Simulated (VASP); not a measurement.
# Ni8AsO8 (a cell with a defect) in VASP: single point with PBEsol

Aim: the single point of Ni8AsO8 (a cell with a defect) with PBEsol.

Program: VASP 6.6.1. These are calculated values, not measurements. Logs are shortened: lines on timing, memory, paths and dates and some standing lists are left out, and cuts for length are marked.

## (1) The cell of the first run

The cell holds a defect, 17 atoms: a = 5.900 Å, b = 5.900 Å, c = 5.900 Å, α = 60.00°, β = 60.00°, γ = 60.00°.

## (2) Single point, PBEsol, collinear spin

INCAR reads:

```
PREC = Accurate
ENCUT = 520
EDIFF = 1E-6
ISMEAR = -1
SIGMA = 0.05
LREAL = F
LASPH = T
NELM = 200
ALGO = Normal
ISIF = 2
LWAVE = F
LCHARG = F
ISPIN = 2
MAGMOM = 0.07 0 0.42 0.53 0 0 0.07 0 0.07 0 0 0 0 0 0.06 0 0
LORBIT = 11
LMAXMIX = 4
GGA = PS
NBANDS = 84
GGA_COMPAT = F
```

KPOINTS reads:

```
Automatic mesh
0
Gamma
  2 2 2
```

POSCAR reads:

```
Ni8AsO8
1.0
    0.0000000000      4.1718030000      4.1718030000
    4.1718030000      0.0000000000      4.1718030000
    4.1718030000      4.1718030000      0.0000000000
Ni O As
8 8 1
Direct
   -0.0256124270      0.0380051503      0.0341698781
   -0.0288364527      0.0687712243      0.5094439982
    0.0245217715      0.5308735815     -0.0386643377
    0.0393115399      0.5245453824      0.4861686901
    0.4772516823     -0.1648687630      0.0245217715
    0.3473797780     -0.0290282163      0.6576293272
    0.5490791392      0.4653503533     -0.0523155096
    0.5509728048      0.4823693736      0.4558101138
    0.1333715902      0.3119035103      0.2311710308
    0.3380792430      0.2913848041      0.6401548683
    0.1113787012      0.8698277459      0.2991152746
    0.3273884217      0.6437504360      0.7365640228
    0.7609779273      0.3544870168      0.1404788289
    0.8656928431      0.2562920636      0.7365160819
    0.7825033924      0.6746363623      0.3246198346
    0.7967178699      0.8018954874      0.7374629147
    0.5263191958      0.0383766923      0.2205041801
```

Potentials or basis: VASP PAW PBE potentials, release 64 (Ni, O, As).

On the command line:

```bash
$ cat potpaw_PBE.64/Ni/POTCAR potpaw_PBE.64/O/POTCAR potpaw_PBE.64/As/POTCAR > POTCAR
$ mpirun -np 1 vasp_std > vasp.out
```

OUTCAR:

```text
PREC = Accurate
   ENCUT = 520
   EDIFF = 1E-6
   ISMEAR = -1
   LREAL = F
   LASPH = T
   NELM = 200
   ISIF = 2
   ISPIN = 2
   LORBIT = 11
   GGA = PS

 ion  position               nearest neighbor table
   1  0.974  0.038  0.034-  11 1.73  14 1.79  13 1.87   6 2.25  17 2.30  15 2.37   7 2.57   5 2.57
                             3 2.87   4 2.87   2 2.89   2 3.02   4 3.07   3 3.08
   2  0.971  0.069  0.509-  11 1.75   9 1.77  14 1.83  16 1.86  13 2.46   8 2.48   6 2.49  17 2.79
                             4 2.84   1 2.89   3 2.94   3 3.00   1 3.02
   3  0.025  0.531  0.961-   9 1.66  12 1.83  13 1.87  16 1.90  15 2.21  10 2.36   5 2.73   4 2.78
                             1 2.87   8 2.87   7 2.88   2 2.94   2 3.00   8 3.05   7 3.06   1 3.08
   4  0.039  0.525  0.486-  15 1.80  14 1.87  11 1.92  10 1.94   9 2.12  16 2.21   6 2.76   3 2.78
                             8 2.82   2 2.84   7 2.84   1 2.87   1 3.07
   5  0.477  0.835  0.025-  16 1.80  11 1.93  17 2.22   7 2.24   6 2.29  13 2.40   8 2.43   1 2.57
                             3 2.73
   6  0.347  0.971  0.658-  12 1.80  10 1.81  17 2.14   1 2.25   5 2.29  14 2.41   2 2.49  16 2.53
                             7 2.57   4 2.76
   7  0.549  0.465  0.948-  13 1.77  12 1.82  14 1.86   5 2.24  17 2.24   9 2.50  16 2.50   1 2.57
                             6 2.57   4 2.84   8 2.85   3 2.88   8 3.05   3 3.06
   8  0.551  0.482  0.456-  10 1.69  15 1.83  12 1.88  13 1.93   5 2.43   2 2.48  14 2.52  17 2.81
                             4 2.82   7 2.85   3 2.87   3 3.05   7 3.05
   9  0.133  0.312  0.231-   3 1.66   2 1.77  17 2.05   4 2.12   7 2.50
  10  0.338  0.291  0.640-   8 1.69   6 1.81   4 1.94   3 2.36
  11  0.111  0.870  0.299-   1 1.73   2 1.75   4 1.92   5 1.93
  12  0.327  0.644  0.737-   6 1.80   7 1.82   3 1.83   8 1.88
  13  0.761  0.354  0.140-   7 1.77   3 1.87   1 1.87   8 1.93   5 2.40   2 2.46
  14  0.866  0.256  0.737-   1 1.79   2 1.83   7 1.86   4 1.87   6 2.41   8 2.52
  15  0.783  0.675  0.325-   4 1.80   8 1.83  17 1.91   3 2.21   1 2.37
  16  0.797  0.802  0.737-   5 1.80   2 1.86   3 1.90   4 2.21   7 2.50   6 2.53
  17  0.526  0.038  0.221-  15 1.91   9 2.05   6 2.14   5 2.22   7 2.24   1 2.30   2 2.79   8 2.81

  LATTYP: Found a face centered cubic cell.
 ALAT       =     8.3436060000

  Lattice vectors:

 A1 = (   0.0000000000,   4.1718030000,   4.1718030000)
 A2 = (   4.1718030000,   0.0000000000,   4.1718030000)
 A3 = (   4.1718030000,   4.1718030000,   0.0000000000)

Analysis of symmetry for initial positions (statically):
=====================================================================
 Subroutine PRICEL returns:
 Original cell was already a primitive cell.

 Routine SETGRP: Setting up the symmetry group for a
 face centered cubic supercell.

 Subroutine GETGRP returns: Found  1 space group operations
 (whereof  1 operations were pure point group operations)
 out of a pool of 48 trial point group operations.

The static configuration has the point symmetry C_1 .

Analysis of symmetry for dynamics (positions and initial velocities):
=====================================================================
 Subroutine PRICEL returns:
 Original cell was already a primitive cell.

 Routine SETGRP: Setting up the symmetry group for a
 face centered cubic supercell.

 Subroutine GETGRP returns: Found  1 space group operations
 (whereof  1 operations were pure point group operations)
 out of a pool of 48 trial point group operations.

The dynamic configuration has the point symmetry C_1 .

Analysis of structural, dynamic, and magnetic symmetry:
=====================================================================
 Subroutine PRICEL returns:
 Original cell was already a primitive cell.

 Routine SETGRP: Setting up the symmetry group for a
 face centered cubic supercell.

 Subroutine GETGRP returns: Found  1 space group operations
 (whereof  1 operations were pure point group operations)
 out of a pool of 48 trial point group operations.

The overall configuration has the point symmetry C_1 .

 Subroutine INISYM returns: Found  1 space group operations
 (whereof  1 operations are pure point group operations),
 and found     1 'primitive' translations
[... 91 lines left out ...]
   number of dos      NEDOS =    301   number of ions     NIONS =     17
   total plane-waves  NPLWV = 110592
   dimension x,y,z NGX =    48 NGY =   48 NGZ =   48
   dimension x,y,z NGXF=    96 NGYF=   96 NGZF=   96
   ions per type =               8   8   1
   NGX,Y,Z   is equivalent  to a cutoff of  13.53, 13.53, 13.53 a.u.
   NGXF,Y,Z  is equivalent  to a cutoff of  27.05, 27.05, 27.05 a.u.
 SYSTEM =  unknown system
   PREC   = accura    normal or accurate (medium, high low for compatibility)
   ISTART =      0    job   : 0-new  1-cont  2-samecut
   ICHARG =      2    charge: 1-file 2-atom 10-const
   ISPIN  =      2    spin polarized calculation?
   LNONCOLLINEAR =      F non collinear calculations
   LSORBIT =      F    spin-orbit coupling
   LASPH  =      T    aspherical Exc in radial PAW
   ENCUT  =  520.0 eV  38.22 Ry    6.18 a.u.  10.97 10.97 10.97*2*pi/ulx,y,z
   NELM   =    200;   NELMIN=  2; NELMDL= -5     # of ELM steps
   EDIFF  = 0.1E-05   stopping-criterion for ELM
   LREAL  =      F    real-space projection
   EDIFFG = 0.1E-04   stopping-criterion for IOM
   NSW    =      0    number of steps for IOM
   IBRION =     -1    ionic relax: 0-MD 1-quasi-New 2-CG
   NFREE  =      0    steps in history (QN), initial steepest desc. (CG)
   ISIF   =      2    stress and relaxation
   ISYM   =      2    0-nonsym 1-usesym 2-fastsym
   POTIM  = 0.5000    time-step for ionic-motion
   TEBEG  =    0.0;   TEEND  =   0.0 temperature during run
   PSTRESS=    0.0 pullay stress
   NELECT =     133.0000    total number of electrons
   NUPDOWN=      -1.0000    fix difference up-down
   EMIN   =  10.00;   EMAX   =-10.00  energy-range for DOS
   EFERMI =   0.00;   METHOD = LEGACY
   ISMEAR =    -1;   SIGMA  =   0.05  broadening in eV -4-tet -1-fermi 0-gaus
   EFERMI_NEDOS =   21; number of points for ismear=-14 and -15
   IALGO  =     38    algorithm
   IMIX   =      4    mixing-type and parameters
     AMIX     =   0.40;   BMIX     =  1.00
     AMIX_MAG =   1.60;   BMIX_MAG =  1.00
  volume/ion in A,a.u.               =       8.54        57.64
  Fermi-wavevector in a.u.,A,eV,Ry     =   1.589858  3.004395 34.390732  2.527647
  Thomas-Fermi vector in A             =   2.688642
   LORBIT       =     11    0 simple, 1 ext, 2 COOP (PROOUT), +10 PAW based schemes
   GGA     = PS    functional components
   LHFCALC =     F    Hartree Fock is set to
   AEXX    =    0.0000 exact exchange contribution
   IVDW    =     0    specifies the selected vdW correction
   LEPSILON=     F    determine dielectric tensor
   LRPA    =     F    only Hartree local field effects (RPA)
 spin polarized calculation
  energy-cutoff  :      520.00
  volume of cell :      145.21
 maximum number of plane-waves:      3892
 NGX is ok and might be reduce to    48
   NGX = 21   NGY = 21   NGZ = 21

 number of electron     133.0000005 magnetization       1.1773550

 Free energy of the ion-electron system (eV)
  ---------------------------------------------------
  ext. energy  EPLUGINS =         0.00000000
  ---------------------------------------------------
  free energy    TOTEN  =      -102.09525441 eV

  energy without entropy =     -102.00979087  energy(sigma->0) =     -102.05252264

 E-fermi :   9.1345     XC(G=0): -13.3282

 val. band max:        9.1169469187   @ k =   0.0000   0.0000   0.5000
 cond. band min:       9.1378041262   @ k =   0.0000   0.5000   0.0000
 fundamental gap:      0.0208572075
 Fermi energy:         9.1345313044

 spin component 1

 k-point     1 :       0.0000    0.0000    0.0000
  band No.  band energies     occupation
      1     -12.7582      1.00000
      2     -11.2456      1.00000
      3     -11.1682      1.00000
      4     -11.0681      1.00000
      5     -10.9601      1.00000
      6     -10.6379      1.00000
[... 637 lines left out ...]
     77      13.5613      0.00000
     78      14.3856      0.00000
 Fermi energy:         9.1345313044

 spin component 2

 k-point     1 :       0.0000    0.0000    0.0000
  band No.  band energies     occupation
      1     -12.7100      1.00000
      2     -11.2136      1.00000
      3     -11.1046      1.00000
      4     -11.0179      1.00000
      5     -10.9285      1.00000
      6     -10.5673      1.00000
[... 637 lines left out ...]
     77      13.5845      0.00000
     78      14.4181      0.00000
 [bands above 78 left out]

------------------------ aborting loop because EDIFF is reached ----------------------------------------

  FORCE on cell =-STRESS in cart. coord.  units (eV):
  Direction    XX          YY          ZZ          XY          YZ          ZX
  --------------------------------------------------------------------------------------
  -------------------------------------------------------------------------------------
  Total       31.6802908     42.0091025     34.8403606     -0.3239764     -1.8369848     -0.4002671
  in kB      349.5411974    463.5030689    384.4074993     -3.5745597    -20.2681806     -4.4163059
  external PRESSURE =     399.1505885 kB  Pullay stress =       0.0000000 kB

 VOLUME and BASIS-vectors are now :
 -----------------------------------------------------------------------------
  energy-cutoff  :      520.00
  volume of cell :      145.21
      direct lattice vectors                 reciprocal lattice vectors
     0.000000000  4.171803000  4.171803000    -0.119852256  0.119852256  0.119852256
     4.171803000  0.000000000  4.171803000     0.119852256 -0.119852256  0.119852256
     4.171803000  4.171803000  0.000000000     0.119852256  0.119852256 -0.119852256

 POSITION                                       TOTAL-FORCE (eV/Angst)
 -----------------------------------------------------------------------------------
      0.30110      4.20750      4.22350        -0.087929     -0.267411      0.151525
      2.41220      6.17680      4.33840         1.062610      0.192862     -1.803172
      6.22520      4.11280      2.31700        -0.251584     -4.294433     -0.254530
      4.21650      2.19220      2.35230         0.434274      1.069139      0.299146
      3.58630      2.09330      5.47500         1.459164     -0.488453     -0.609030
      6.79420      4.19270      5.49990         0.484068      0.402129      0.399863
[... 9 lines left out ...]
      6.42190      6.40030      6.66910         0.262305      1.022255      0.540689
      1.08000      3.11560      2.35580        -0.427981     -0.852550     -0.617516
 -----------------------------------------------------------------------------------
    total drift:                                0.000163     -0.000121      0.000592

  FREE ENERGIE OF THE ION-ELECTRON SYSTEM (eV)
  ---------------------------------------------------
  free  energy   TOTEN  =      -102.0952544086 eV

  energy  without entropy=     -102.0097908709  energy(sigma->0) =     -102.05252264

 total charge

# of ion       s       p       d       tot
------------------------------------------
    1        0.521   0.712   8.568   9.801
    2        0.523   0.744   8.481   9.748
    3        0.500   0.739   8.473   9.712
    4        0.433   0.619   8.375   9.426
    5        0.522   0.626   8.493   9.642
    6        0.546   0.687   8.534   9.767
[... 9 lines left out ...]
   16        1.575   3.405   0.000   4.980
   17        1.286   1.437   0.182   2.905
--------------------------------------------------
tot         17.990  34.560  68.141 120.690

 magnetization (x)

# of ion       s       p       d       tot
------------------------------------------
    1        0.001   0.001   0.041   0.042
    2       -0.000   0.002   0.037   0.038
    3        0.004   0.001   0.210   0.214
    4        0.005   0.002   0.603   0.610
    5        0.004   0.001  -0.005   0.000
    6        0.001  -0.000  -0.002  -0.000
[... 9 lines left out ...]
   16        0.005   0.031   0.000   0.036
   17       -0.001  -0.002   0.000  -0.002
--------------------------------------------------
tot          0.035   0.196   0.913   1.144
```

It took 21 min on 1 thread of Intel Xeon 8259CL, shared host; peak memory 0.48 GiB.

What came out:

```
Free energy                                           : -102.0953 eV
Pressure                                              : 39.9 GPa
Largest force                                         : 4.397 eV/Å
Net moment                                            : 1.18 μB per cell
Site moments                                          : Ni +0.04, +0.21, +0.61, +0.00, -0.00, -0.01 (each value once); O +0.07, +0.01, +0.02, +0.00, +0.04, +0.03 (each value once); As -0.00 μB
Valence electrons inside the program's atomic spheres : Ni 9.80, 9.75, 9.71, 9.43, 9.64, 9.77, 9.70 (each value once); O 5.07, 5.00, 5.05, 5.04, 5.03, 4.98 (each value once); As 2.90
```

Forces in eV/Å, atoms in the order of the input:
```
Ni  -0.088 -0.267  0.152
Ni   1.063  0.193 -1.803
Ni  -0.252 -4.294 -0.255
Ni   0.434  1.069  0.299
Ni   1.459 -0.488 -0.609
Ni   0.484  0.402  0.400
Ni   0.479 -1.430  0.066
Ni  -0.785  0.465  1.558
O   -0.332  4.227  1.164
O   -0.056 -1.188 -2.443
O   -2.744  1.171  0.500
O   -0.411  0.650  0.104
O    1.666  0.854  0.542
O   -1.252 -0.552  0.162
O    0.500 -0.982  0.241
O    0.262  1.022  0.541
As  -0.428 -0.853 -0.618
```

Levels at points of the mesh, in eV from the Fermi level:
Spin up:
```csv
k point,band 65,band 66,band 67,band 68,band 69,band 70
"(0.00, 0.00, 0.00)",-0.48,-0.30,-0.24,0.34,0.61,0.73
"(0.50, 0.00, 0.00)",-0.39,-0.16,-0.09,0.08,0.26,0.62
"(0.00, 0.50, 0.00)",-0.38,-0.15,0.00,0.21,0.39,0.61
"(0.00, 0.00, 0.50)",-0.41,-0.27,-0.19,-0.02,0.26,0.76
"(0.50, 0.50, 0.50)",-0.46,-0.34,-0.23,0.07,0.17,0.60
"(0.50, 0.50, 0.00)",-0.52,-0.44,-0.21,0.25,0.56,0.73
"(0.00, 0.50, 0.50)",-0.35,-0.27,-0.15,0.06,0.59,0.74
"(0.50, 0.00, 0.50)",-0.40,-0.36,-0.07,0.02,0.10,0.50
```
Spin down:
```tsv
k point	band 64	band 65	band 66	band 67	band 68	band 69
(0.00, 0.00, 0.00)	-0.43	-0.40	-0.02	0.21	0.41	0.73
(0.50, 0.00, 0.00)	-0.42	-0.22	-0.03	0.15	0.20	0.52
(0.00, 0.50, 0.00)	-0.40	-0.09	0.04	0.11	0.33	0.51
(0.00, 0.00, 0.50)	-0.37	-0.26	-0.11	-0.03	0.26	0.53
(0.50, 0.50, 0.50)	-0.46	-0.26	-0.13	0.05	0.22	0.36
(0.50, 0.50, 0.00)	-0.48	-0.30	-0.17	0.12	0.39	0.68
(0.00, 0.50, 0.50)	-0.35	-0.18	-0.03	0.11	0.17	0.67
(0.50, 0.00, 0.50)	-0.37	-0.31	-0.14	0.07	0.23	0.40
```

Caveat: the k points lie up to 0.65 Å⁻¹ apart; the PAW data sets were made with another functional, which shifts forces and pressure a little; semilocal functionals often make such compounds metallic where correlation or magnetic order opens a gap, which also shifts bond lengths. With open d or f shells a metallic result of PBEsol can be an artefact of self-interaction; +U or a hybrid may open a gap.
